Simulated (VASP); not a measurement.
Runs of VASP 6.6.1 on BiB (rocksalt type). The structure is that of space group Fm-3m (No. 225), or close to it. The cells are those of the table. 

```tsv
task	level	potentials or basis	cell	cutoff (eV)	gap on the mesh (eV)	pressure (GPa)
electric field gradients	PBE	VASP PAW PBE potentials, release 64 (B, Bi_d)	a = 3.731 Å, angles 60.0°, 2 atoms	520	none	0.0
electric field gradients	LDA	VASP PAW LDA potentials, release 64 (B, Bi_d)	a = 3.680 Å, angles 60.0°, 2 atoms	520	none	(a)
single point	PBE	VASP PAW PBE potentials, release 64 (B, Bi_d)	a = 3.731 Å, angles 60.0°, 2 atoms	520	none	0.0
relaxation of cell and atoms	PBE	VASP PAW PBE potentials, release 64 (B, Bi_d)	relaxed from a = 3.410 Å, angles 60.0°, 2 atoms	600	none	0.0
single point	LDA	VASP PAW LDA potentials, release 64 (B, Bi_d)	a = 3.680 Å, angles 60.0°, 2 atoms	520	none	-1.9
single point	PBEsol	VASP PAW PBE potentials, release 64 (B, Bi_d)	a = 3.731 Å, angles 60.0°, 2 atoms	520	none	-3.3
```

Alike in all rows: no spin polarisation; k mesh 12 × 12 × 12; smearing fermi-dirac 0.05 eV.

Q: Fill in the values left out.

A: (a) -1.8.

Caveats: spin-orbit coupling is left out, which moves the levels of the heavy elements; the PAW data sets were made with another functional, which shifts forces and pressure a little (some runs).

A k mesh can miss the band edges, and the runs leave out spin-orbit coupling on Bi.

A gap of «none» marks levels without a gap at the run's occupations.
